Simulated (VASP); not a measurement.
# MgC2 in VASP: notebook, part 2 of 2

VASP 6.6.1.

## 5. Single point, r2SCAN

This run uses another cell than the first one, of 12.74 Å³/atom, 0.982 times its volume.

POSCAR

```
MgC2
1.0
    3.9355759411      0.0000000000      0.0000000000
    0.0000000000      3.9355759411      0.0000000000
    0.0000000000      0.0000000000      4.9359056770
Mg C
2 4
Direct
    0.0000000000      0.0000000000      0.5000000000
    0.5000000000      0.5000000000      0.0000000000
    0.3881593622      0.6118406378      0.5000000000
    0.1118406378      0.1118406378      0.0000000000
    0.6118406378      0.3881593622      0.5000000000
    0.8881593622      0.8881593622      0.0000000000
```

INCAR.step1

```
PREC = Accurate
ENCUT = 520
ISMEAR = -1
SIGMA = 0.05
LREAL = F
LASPH = T
NELM = 60
NBANDS = 19
GGA = PE
ALGO = Normal
EDIFF = 1E-4
LWAVE = T
LCHARG = F
```

INCAR.step2

```
PREC = Accurate
ENCUT = 520
EDIFF = 1E-6
ISMEAR = -1
SIGMA = 0.05
LREAL = F
LASPH = T
NELM = 60
ALGO = Normal
ISIF = 2
LWAVE = F
LCHARG = F
METAGGA = R2SCAN
LMIXTAU = T
NBANDS = 19
ISTART = 1
```

KPOINTS

```
regular mesh
0
Gamma
  5 5 5
```

Potentials or basis: VASP PAW PBE potentials, release 64 (Mg, C).

Started as:

```bash
cat potpaw_PBE.64/Mg/POTCAR potpaw_PBE.64/C/POTCAR > POTCAR
cp INCAR.step1 INCAR
mpirun -np 1 vasp_std > vasp.out
cp INCAR.step2 INCAR
mpirun -np 1 vasp_std > vasp.out
```

OUTCAR:

```text
PREC = Accurate
   ENCUT = 520
   EDIFF = 1E-6
   ISMEAR = -1
   LREAL = F
   LASPH = T
   NELM = 60
   ISIF = 2
   METAGGA = R2SCAN
   ISTART = 1

 ion  position               nearest neighbor table
   1  0.000  0.000  0.500-   3 2.16   5 2.16   4 2.55   6 2.55   4 2.55   6 2.55   5 2.85   3 2.85
                             5 2.85   3 2.85
   2  0.500  0.500  0.000-   4 2.16   6 2.16   5 2.55   3 2.55   3 2.55   5 2.55   4 2.85   4 2.85
                             6 2.85   6 2.85
   3  0.388  0.612  0.500-   5 1.24   1 2.16   2 2.55   2 2.55   1 2.85   1 2.85
[... 599 lines left out ...]
  -------------------------------------------------------------------------------------
  Total        0.0653574      0.0653574     -0.1974600      0.0000000      0.0000000      0.0000000
  in kB        1.3696893      1.3696893     -4.1381504      0.0000000      0.0000000      0.0000000
  external PRESSURE =      -0.4662573 kB  Pullay stress =       0.0000000 kB

 VOLUME and BASIS-vectors are now :
 -----------------------------------------------------------------------------
  energy-cutoff  :      520.00
  volume of cell :       76.45
      direct lattice vectors                 reciprocal lattice vectors
     3.935575941  0.000000000  0.000000000     0.254092416  0.000000000  0.000000000
     0.000000000  3.935575941  0.000000000     0.000000000  0.254092416  0.000000000
     0.000000000  0.000000000  4.935905677     0.000000000  0.000000000  0.202597064

 POSITION                                       TOTAL-FORCE (eV/Angst)
 -----------------------------------------------------------------------------------
      0.00000      0.00000      2.46795        -0.000000      0.000000      0.000000
      1.96779      1.96779      0.00000        -0.000000      0.000000      0.000000
      1.52763      2.40795      2.46795        -0.155637      0.155637      0.000000
      0.44016      0.44016      0.00000         0.155637      0.155637      0.000000
      2.40795      1.52763      2.46795         0.155637     -0.155637      0.000000
      3.49542      3.49542      0.00000        -0.155637     -0.155637      0.000000
 -----------------------------------------------------------------------------------
    total drift:                                0.000000     -0.000000      0.000000

  FREE ENERGIE OF THE ION-ELECTRON SYSTEM (eV)
  ---------------------------------------------------
  free  energy   TOTEN  =       -46.2308657519 eV

  energy  without entropy=      -46.2308657519  energy(sigma->0) =      -46.23086575
```

OUTCAR.step1:

```text
PREC = Accurate
   ENCUT = 520
   ISMEAR = -1
   LREAL = F
   LASPH = T
[... 627 lines left out ...]
      1.52763      2.40795      2.46795        -0.561755      0.561755     -0.000000
      0.44016      0.44016      0.00000         0.561755      0.561755     -0.000000
      2.40795      1.52763      2.46795         0.561755     -0.561755      0.000000
      3.49542      3.49542      0.00000        -0.561755     -0.561755      0.000000
 -----------------------------------------------------------------------------------
    total drift:                                0.000000     -0.000000      0.000000

  FREE ENERGIE OF THE ION-ELECTRON SYSTEM (eV)
  ---------------------------------------------------
  free  energy   TOTEN  =       -37.3700873542 eV

  energy  without entropy=      -37.3700873542  energy(sigma->0) =      -37.37008735
```

OSZICAR.step1:

```text
N       E                     dE             d eps       ncg     rms          rms(c)
DAV:   1     0.435357337760E+02    0.43536E+02   -0.83822E+03   684   0.888E+02
DAV:   2    -0.378718547211E+02   -0.81408E+02   -0.78421E+02   862   0.162E+02
DAV:   3    -0.431801899688E+02   -0.53083E+01   -0.52704E+01   834   0.401E+01
DAV:   4    -0.432328991431E+02   -0.52709E-01   -0.52670E-01   836   0.489E+00
DAV:   5    -0.432336067863E+02   -0.70764E-03   -0.70760E-03   851   0.547E-01    0.119E+01
DAV:   6    -0.379240953192E+02    0.53095E+01   -0.81533E+00   753   0.154E+01    0.551E+00
DAV:   7    -0.373767917839E+02    0.54730E+00   -0.28261E+00   860   0.936E+00    0.252E+00
DAV:   8    -0.373801699109E+02   -0.33781E-02   -0.18576E-01   790   0.229E+00    0.512E-01
DAV:   9    -0.373696316511E+02    0.10538E-01   -0.32677E-02   770   0.996E-01    0.206E-01
DAV:  10    -0.373700510179E+02   -0.41937E-03   -0.18299E-03   859   0.256E-01    0.502E-02
DAV:  11    -0.373700873542E+02   -0.36336E-04   -0.11643E-04   611   0.717E-02
   1 F= -.37370087E+02 E0= -.37370087E+02  d E =-.200790E-10
```

It took 89 s on 1 thread of AMD EPYC 7R13 (Zen 3), shared host; peak memory 0.17 GiB.

What came out:

```
Free energy            : -46.2309 eV
Pressure               : 0.0 GPa
Largest force          : 0.220 eV/Å
Band gap on the k mesh : 2.99 eV, indirect (least direct gap 3.28 eV)
```

Forces on the atoms (eV/Å):
```
Mg   0.000  0.000  0.000
Mg   0.000  0.000  0.000
C   -0.156  0.156  0.000
C    0.156  0.156  0.000
C    0.156 -0.156  0.000
C   -0.156 -0.156  0.000
```

Levels at points of the mesh, in eV from the valence-band top:
```
           k point  band 8  band 9  band 10  band 11  band 12  band 13
(0.00, 0.00, 0.00)   -0.35   -0.28    -0.28     2.99     5.84     6.17
```

Caveat: the PAW data sets were made with another functional, which shifts forces and pressure a little.

## 6. Relaxation of cell and atoms, r2SCAN

POSCAR

```
MgC2
1.0
    3.9507770000      0.0000000000      0.0000000000
    0.0000000000      3.9507770000      0.0000000000
    0.0000000000      0.0000000000      4.9870890000
Mg C
2 4
Direct
    0.0000000000      0.0000000000      0.5000000000
    0.5000000000      0.5000000000      0.0000000000
    0.3876550000      0.6123450000      0.5000000000
    0.1123450000      0.1123450000      0.0000000000
    0.6123450000      0.3876550000      0.5000000000
    0.8876550000      0.8876550000      0.0000000000
```

INCAR.step1

```
SYSTEM = MgC2
  PREC = Accurate
  ENCUT = 600
  ISMEAR = -1
  SIGMA = 0.05
  LREAL = .False.
  LASPH = .True.
  NELM = 60
  GGA = PE
  ALGO = Normal
  EDIFF = 1E-4
  LWAVE = .True.
  LCHARG = .False.
```

INCAR.step2

```
SYSTEM = MgC2
  PREC = Accurate
  ENCUT = 600
  EDIFF = 1E-6
  ISMEAR = -1
  SIGMA = 0.05
  LREAL = .False.
  LASPH = .True.
  NELM = 60
  ALGO = Normal
  ISIF = 3
  LWAVE = .False.
  LCHARG = .False.
  METAGGA = R2SCAN
  LMIXTAU = .True.
  IBRION = 2
  NSW = 60
  EDIFFG = -0.01
  ISTART = 1
```

KPOINTS

```
Automatic mesh
0
Gamma
  5 5 5
  0 0 0
```

Potentials or basis: VASP PAW PBE potentials, release 64 (Mg, C).

Started as:

```bash
cat potpaw_PBE.64/Mg/POTCAR potpaw_PBE.64/C/POTCAR > POTCAR
cp INCAR.step1 INCAR
mpirun -np 1 vasp_std > vasp.out
cp INCAR.step2 INCAR
mpirun -np 1 vasp_std > vasp.out
```

It took 9.4 min on 1 thread of AMD EPYC 7R13 (Zen 3), shared host; peak memory 0.2 GiB.

The run converged. Its results:

```yaml
Free_energy: -46.2405 eV
Relaxed_volume: 12.65 Å³/atom
Relaxed_cell: a = 3.929 Å, b = 3.929 Å, c = 4.915 Å, α = 90.00°, β = 90.00°, γ = 90.00°
Space_group_after_relaxing_to_0.05_Å: P4_2/mnm (No. 136)
Energy_gained_by_relaxing: 2.5 meV/atom
Ionic_steps: 13
Pressure_after_relaxing: 0.1 GPa
Largest_force_after_relaxing: 0.009 eV/Å
Band_gap_on_the_k_mesh: 2.95 eV, indirect (least direct gap 3.22 eV)
```

Forces in eV/Å, atoms in the order of the input:
```
Mg   0.000  0.000  0.000
Mg   0.000  0.000  0.000
C    0.006 -0.006  0.000
C   -0.006 -0.006  0.000
C   -0.006  0.006  0.000
C    0.006  0.006  0.000
```

The path:
```
step  energy change (eV)  largest force (eV/Å)  pressure (GPa)  volume (Å³)
   1              0.0000                0.5623           -2.58        77.84
   2              0.3202                5.9939            8.92        75.51
   3             -0.0068                0.1325           -1.32        77.53
   4             -0.0069                0.1576           -1.27        77.52
   5             -0.0139                0.0001           -0.21        76.30
   6             -0.0141                0.0315            0.01        76.08
   7             -0.0145                0.1031            0.25        75.97
   8             -0.0145                0.1182            0.27        75.96
   9             -0.0146                0.1007            0.25        75.95
  10             -0.0149                0.0523            0.18        75.92
  11             -0.0150                0.0431            0.05        75.85
  12             -0.0150                0.0119            0.09        75.87
  13             -0.0150                0.0087            0.10        75.88
```

Final structure:
```yaml
crystal:
  lattice:
    - [3.92893, 0.00000, 0.00000]
    - [0.00000, 3.92893, 0.00000]
    - [0.00000, 0.00000, 4.91549]
  atoms:
    - { symbol: Mg, position: [0.00000, 0.00000, 0.50000] }
    - { symbol: Mg, position: [0.50000, 0.50000, 0.00000] }
    - { symbol: C, position: [0.38779, 0.61221, 0.50000] }
    - { symbol: C, position: [0.11221, 0.11221, 0.00000] }
    - { symbol: C, position: [0.61221, 0.38779, 0.50000] }
    - { symbol: C, position: [0.88779, 0.88779, 0.00000] }
```

Levels at points of the mesh, in eV from the valence-band top:
```tsv
k point	band 6	band 7	band 8	band 9	band 10	band 11	band 12	band 13	band 14
(0.00, 0.00, 0.00)	-2.96	-1.29	-0.35	-0.27	-0.27	2.95	5.82	6.14	6.14
```

Caveat: the PAW data sets were made with another functional, which shifts forces and pressure a little. r2SCAN opens gaps a little over a GGA but as a rule still falls short of measured ones.

## 7. Overview

| task | level | cell | k mesh | cutoff (eV) | smearing | gap on the mesh (eV) | pressure (GPa) | largest force (eV/Å) |
| --- | --- | --- | --- | --- | --- | --- | --- | --- |
| single point | r2SCAN | a = 3.951, b = 3.951, c = 4.987 Å, 6 atoms | 5 × 5 × 4 | 520 | gaussian 0.01 eV | 2.55 | -5.4 | 6.11 |
| single point | r2SCAN | a = 3.951, b = 3.951, c = 4.987 Å, 6 atoms | 5 × 5 × 4 | 520 | gaussian 0.005 eV | 2.55 | -5.4 | 6.11 |
| single point | PBE | a = 3.951, b = 3.951, c = 4.987 Å, 6 atoms | 5 × 5 × 5 | 520 | fermi-dirac 0.05 eV | 2.65 | -0.4 | 0.02 |
| single point | r2SCAN | a = 3.936, b = 3.936, c = 4.936 Å, 6 atoms | 5 × 5 × 5 | 520 | fermi-dirac 0.05 eV | 2.99 | 0.0 | 0.22 |
| relaxation of cell and atoms | r2SCAN | relaxed from a = 3.951, b = 3.951, c = 4.987 Å, 6 atoms | 5 × 5 × 5 | 600 | fermi-dirac 0.05 eV | 2.95 | 0.1 | 0.01 |

Some of these runs hold the atoms at other places in the same cell, which the table doesn't show; runs alike in all that it shows share one row.

Alike in all rows: potentials or basis VASP PAW PBE potentials, release 64 (Mg, C); no spin polarisation.

On the cell as given the gap runs from 2.55 eV (r2SCAN) to 2.65 eV (PBE); the meshes differ, which moves gaps too. The pressure there spans -5.4 GPa (r2SCAN) to -0.4 GPa (PBE); a positive pressure means that this level wants a larger cell, a negative one a smaller.

Caveats: the PAW data sets were made with another functional, which shifts forces and pressure a little (some runs).

Total energies depend on the potentials used, so only differences within one code and one set of settings carry meaning.
